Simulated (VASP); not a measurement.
# GaAs (zincblende type) (F-43m) in VASP: single point with LDA

Aim: the single point of GaAs (zincblende type) with LDA.

Program: VASP 6.6.1. These are calculated values, not measurements. Logs are shortened: lines on timing, memory, paths and dates and some standing lists are left out, and cuts for length are marked.

**1. The cell of the first run**

Symmetry: F-43m, No. 216, cubic system. The conventional cell has a = 5.603 Å, b = 5.603 Å, c = 5.603 Å, α = 90.00°, β = 90.00°, γ = 90.00°. Ga (site symmetry -43m) has 4 As at 2.43 Å within 3.2 Å. Within 3.2 Å of As (site symmetry -43m) lie 4 Ga at 2.43 Å.

**2. Single point, LDA (21.99 Å³/atom)**

The input, INCAR:

```
  PREC = Accurate
  ENCUT = 520
  EDIFF = 1E-7
  ISMEAR = -1
  SIGMA = 0.08
  LREAL = F
  LASPH = T
  NELM = 60
  ALGO = Normal
  ISIF = 2
  LWAVE = F
  LCHARG = F
  NBANDS = 16
```

The input, KPOINTS:

```
regular mesh
0
Gamma
  13 13 13
```

The input, POSCAR:

```
GaAs
1.0
    0.0000000000      2.8017350116      2.8017350116
    2.8017350116      0.0000000000      2.8017350116
    2.8017350116      2.8017350116      0.0000000000
Ga As
1 1
Direct
    0.0000000000      0.0000000000      0.0000000000
    0.2500000000      0.2500000000      0.2500000000
```

Potentials or basis: VASP PAW LDA potentials, release 64 (Ga_d, As).

Command:

```sh
cat potpaw_LDA.64/Ga_d/POTCAR potpaw_LDA.64/As/POTCAR > POTCAR
mpirun -np 1 vasp_std > vasp.out
```

OUTCAR:

```text
PREC = Accurate
   ENCUT = 520
   EDIFF = 1E-7
   ISMEAR = -1
   LREAL = F
   LASPH = T
   NELM = 60
   ISIF = 2

 ion  position               nearest neighbor table
   1  0.000  0.000  0.000-   2 2.43   2 2.43   2 2.43   2 2.43
   2  0.250  0.250  0.250-   1 2.43   1 2.43   1 2.43   1 2.43

  LATTYP: Found a face centered cubic cell.
 ALAT       =     5.6034700232

  Lattice vectors:

 A1 = (   0.0000000000,   2.8017350116,   2.8017350116)
 A2 = (   2.8017350116,   0.0000000000,   2.8017350116)
 A3 = (   2.8017350116,   2.8017350116,   0.0000000000)

Analysis of symmetry for initial positions (statically):
=====================================================================
 Subroutine PRICEL returns:
 Original cell was already a primitive cell.

 Routine SETGRP: Setting up the symmetry group for a
 face centered cubic supercell.

 Subroutine GETGRP returns: Found 24 space group operations
 (whereof 24 operations were pure point group operations)
 out of a pool of 48 trial point group operations.

The static configuration has the point symmetry T_d .

Analysis of symmetry for dynamics (positions and initial velocities):
=====================================================================
 Subroutine PRICEL returns:
 Original cell was already a primitive cell.

 Routine SETGRP: Setting up the symmetry group for a
 face centered cubic supercell.

 Subroutine GETGRP returns: Found 24 space group operations
 (whereof 24 operations were pure point group operations)
 out of a pool of 48 trial point group operations.

The dynamic configuration has the point symmetry T_d .

 Subroutine INISYM returns: Found 24 space group operations
 (whereof 24 operations are pure point group operations),
 and found     1 'primitive' translations

----------------------------------------------------------------------------------------

                                     Primitive cell

  volume of cell :      43.9857

  direct lattice vectors                    reciprocal lattice vectors
     0.000000000  2.801735012  2.801735012    -0.178460846  0.178460846  0.178460846
     2.801735012  0.000000000  2.801735012     0.178460846 -0.178460846  0.178460846
     2.801735012  2.801735012  0.000000000     0.178460846  0.178460846 -0.178460846

  length of vectors
     3.962251652  3.962251652  3.962251652     0.309103252  0.309103252  0.309103252

  position of ions in fractional coordinates (direct lattice)
     0.000000000  0.000000000  0.000000000
     0.250000000  0.250000000  0.250000000

  ion indices of the primitive-cell ions
   primitive index   ion index
                 1           1
                 2           2

----------------------------------------------------------------------------------------

 KPOINTS: regular mesh

Automatic generation of k-mesh.
 Grid dimensions read from file:
 generate k-points for:   13   13   13

 Generating k-lattice:

  Cartesian coordinates                     Fractional coordinates (reciprocal lattice)
    -0.013727757  0.013727757  0.013727757     0.076923077  0.000000000  0.000000000
     0.013727757 -0.013727757  0.013727757     0.000000000  0.076923077  0.000000000
     0.013727757  0.013727757 -0.013727757     0.000000000  0.000000000  0.076923077

  Length of vectors
     0.023777173  0.023777173  0.023777173

  Shift w.r.t. Gamma in fractional coordinates (k-lattice)
     0.000000000  0.000000000  0.000000000

 Subroutine IBZKPT returns following result:
 ===========================================

 Found     84 irreducible k-points:

 Following reciprocal coordinates:
            Coordinates               Weight
  0.000000  0.000000  0.000000      1.000000
  0.076923  0.000000  0.000000      8.000000
  0.153846  0.000000  0.000000      8.000000
  0.230769  0.000000  0.000000      8.000000
  0.307692  0.000000  0.000000      8.000000
  0.384615  0.000000  0.000000      8.000000
[... 16 lines left out ...]
  0.384615  0.153846  0.000000     24.000000
  0.461538  0.153846  0.000000     24.000000
 [... further k-points ...]
   k-points           NKPTS =     84   k-points in BZ     NKDIM =     84   number of bands    NBANDS=     16
   number of dos      NEDOS =    301   number of ions     NIONS =      2
   total plane-waves  NPLWV =  27000
   dimension x,y,z NGX =    30 NGY =   30 NGZ =   30
   dimension x,y,z NGXF=    60 NGYF=   60 NGZF=   60
   ions per type =               1   1
   NGX,Y,Z   is equivalent  to a cutoff of  12.59, 12.59, 12.59 a.u.
   NGXF,Y,Z  is equivalent  to a cutoff of  25.17, 25.17, 25.17 a.u.
 SYSTEM =  unknown system
   PREC   = accura    normal or accurate (medium, high low for compatibility)
   ISTART =      0    job   : 0-new  1-cont  2-samecut
   ICHARG =      2    charge: 1-file 2-atom 10-const
   ISPIN  =      1    spin polarized calculation?
   LNONCOLLINEAR =      F non collinear calculations
   LSORBIT =      F    spin-orbit coupling
   LASPH  =      T    aspherical Exc in radial PAW
   ENCUT  =  520.0 eV  38.22 Ry    6.18 a.u.   7.37  7.37  7.37*2*pi/ulx,y,z
   NELM   =     60;   NELMIN=  2; NELMDL= -5     # of ELM steps
   EDIFF  = 0.1E-06   stopping-criterion for ELM
   LREAL  =      F    real-space projection
   EDIFFG = 0.1E-05   stopping-criterion for IOM
   NSW    =      0    number of steps for IOM
   IBRION =     -1    ionic relax: 0-MD 1-quasi-New 2-CG
   NFREE  =      0    steps in history (QN), initial steepest desc. (CG)
   ISIF   =      2    stress and relaxation
   ISYM   =      2    0-nonsym 1-usesym 2-fastsym
   POTIM  = 0.5000    time-step for ionic-motion
   TEBEG  =    0.0;   TEEND  =   0.0 temperature during run
   PSTRESS=    0.0 pullay stress
   NELECT =      18.0000    total number of electrons
   NUPDOWN=      -1.0000    fix difference up-down
   EMIN   =  10.00;   EMAX   =-10.00  energy-range for DOS
   EFERMI =   0.00;   METHOD = LEGACY
   ISMEAR =    -1;   SIGMA  =   0.08  broadening in eV -4-tet -1-fermi 0-gaus
   EFERMI_NEDOS =   21; number of points for ismear=-14 and -15
   IALGO  =     38    algorithm
   IMIX   =      4    mixing-type and parameters
     AMIX     =   0.40;   BMIX     =  1.00
     AMIX_MAG =   1.60;   BMIX_MAG =  1.00
  volume/ion in A,a.u.               =      21.99       148.41
  Fermi-wavevector in a.u.,A,eV,Ry     =   1.215426  2.296823 20.099356  1.477261
  Thomas-Fermi vector in A             =   2.350814
   LORBIT       =      0    0 simple, 1 ext, 2 COOP (PROOUT), +10 PAW based schemes
   GGA     = CA    functional components
   LHFCALC =     F    Hartree Fock is set to
   AEXX    =    0.0000 exact exchange contribution
   IVDW    =     0    specifies the selected vdW correction
   LEPSILON=     F    determine dielectric tensor
   LRPA    =     F    only Hartree local field effects (RPA)
 non-spin polarized calculation
  energy-cutoff  :      520.00
  volume of cell :       43.99
 maximum number of plane-waves:      1243
 NGX is ok and might be reduce to    30
   NGX = 15   NGY = 15   NGZ = 15

 number of electron      18.0000013 magnetization

 Free energy of the ion-electron system (eV)
  ---------------------------------------------------
  ext. energy  EPLUGINS =         0.00000000
  ---------------------------------------------------
  free energy    TOTEN  =        -9.64223224 eV

  energy without entropy =       -9.64214258  energy(sigma->0) =       -9.64218741

 E-fermi :   4.4279     XC(G=0): -10.0311

 val. band max:        4.0589767695   @ k =   0.0000   0.0000   0.0000
 cond. band min:       4.5941955513   @ k =   0.0000   0.0000   0.0000
 fundamental gap:      0.5352187818
 Fermi energy:         4.4279070832

 k-point     1 :       0.0000    0.0000    0.0000
  band No.  band energies     occupation
      1     -10.9183      2.00000
      2     -10.9183      2.00000
      3     -10.9183      2.00000
      4     -10.8335      2.00000
      5     -10.8335      2.00000
      6      -8.9004      2.00000
[... 8 lines left out ...]
     15      14.2979      0.00000
     16      14.2979      0.00000

 k-point     2 :       0.0769    0.0000    0.0000
  band No.  band energies     occupation
      1     -10.9242      2.00000
      2     -10.9168      2.00000
      3     -10.9168      2.00000
      4     -10.8336      2.00000
      5     -10.8336      2.00000
      6      -8.8279      2.00000
[... 8 lines left out ...]
     15      13.7604      0.00000
     16      13.7604      0.00000

 k-point     3 :       0.1538    0.0000    0.0000
  band No.  band energies     occupation
      1     -10.9397      2.00000
      2     -10.9128      2.00000
      3     -10.9128      2.00000
      4     -10.8337      2.00000
      5     -10.8337      2.00000
      6      -8.6158      2.00000
[... 8 lines left out ...]
     15      13.1850      0.00000
     16      13.1850      0.00000

 k-point     4 :       0.2308    0.0000    0.0000
  band No.  band energies     occupation
      1     -10.9598      2.00000
      2     -10.9075      2.00000
      3     -10.9075      2.00000
      4     -10.8334      2.00000
      5     -10.8334      2.00000
      6      -8.2806      2.00000
[... 8 lines left out ...]
     15      13.0519      0.00000
     16      13.0519      0.00000
[... 324 lines left out ...]
 k-point    22 :       0.3077    0.1538    0.0000
  band No.  band energies     occupation
      1     -10.9820      2.00000
      2     -10.8986      2.00000
      3     -10.8962      2.00000
      4     -10.8416      2.00000
      5     -10.8281      2.00000
      6      -7.9131      2.00000
[... 8 lines left out ...]
     15      14.5826      0.00000
     16      14.7882      0.00000

 k-point    23 :       0.3846    0.1538    0.0000
  band No.  band energies     occupation
      1     -10.9958      2.00000
      2     -10.8958      2.00000
      3     -10.8922      2.00000
      4     -10.8407      2.00000
      5     -10.8273      2.00000
      6      -7.4855      2.00000
[... 8 lines left out ...]
     15      14.6272      0.00000
     16      15.4692      0.00000

 k-point    24 :       0.4615    0.1538    0.0000
  band No.  band energies     occupation
      1     -11.0051      2.00000
      2     -10.8943      2.00000
      3     -10.8901      2.00000
      4     -10.8382      2.00000
      5     -10.8275      2.00000
      6      -7.0810      2.00000
[... 8 lines left out ...]
     15      15.4864      0.00000
     16      16.3050      0.00000

 [... further k-points ...]

------------------------ aborting loop because EDIFF is reached ----------------------------------------

  FORCE on cell =-STRESS in cart. coord.  units (eV):
  Direction    XX          YY          ZZ          XY          YZ          ZX
  --------------------------------------------------------------------------------------
  -------------------------------------------------------------------------------------
  Total        0.0872019      0.0872019      0.0872019     -0.0000000      0.0000000     -0.0000000
  in kB        3.1763294      3.1763294      3.1763294     -0.0000000      0.0000000     -0.0000000
  external PRESSURE =       3.1763294 kB  Pullay stress =       0.0000000 kB

 VOLUME and BASIS-vectors are now :
 -----------------------------------------------------------------------------
  energy-cutoff  :      520.00
  volume of cell :       43.99
      direct lattice vectors                 reciprocal lattice vectors
     0.000000000  2.801735012  2.801735012    -0.178460846  0.178460846  0.178460846
     2.801735012  0.000000000  2.801735012     0.178460846 -0.178460846  0.178460846
     2.801735012  2.801735012  0.000000000     0.178460846  0.178460846 -0.178460846

 POSITION                                       TOTAL-FORCE (eV/Angst)
 -----------------------------------------------------------------------------------
      0.00000      0.00000      0.00000         0.000000     -0.000000      0.000000
      1.40087      1.40087      1.40087        -0.000000      0.000000     -0.000000
 -----------------------------------------------------------------------------------
    total drift:                               -0.000001     -0.000001     -0.000000

  FREE ENERGIE OF THE ION-ELECTRON SYSTEM (eV)
  ---------------------------------------------------
  free  energy   TOTEN  =        -9.6422322353 eV

  energy  without entropy=       -9.6421425792  energy(sigma->0) =       -9.64218741
```

Run time: 87 s. Hardware: 1 thread of Intel Xeon 8259CL, shared host; peak memory 0.19 GiB.

What came out:

```
Free energy            : -9.6422 eV
Pressure               : 0.3 GPa
Band gap on the k mesh : 0.54 eV
```

Levels at points of the mesh, in eV from the valence-band top:
| k point | band 7 | band 8 | band 9 | band 10 | band 11 | band 12 |
| --- | --- | --- | --- | --- | --- | --- |
| (0.00, 0.00, 0.00) | 0.00 | 0.00 | 0.00 | 0.54 | 3.68 | 3.68 |

Caveat: an odd mesh through Γ misses points on the zone boundary, where band edges can lie.
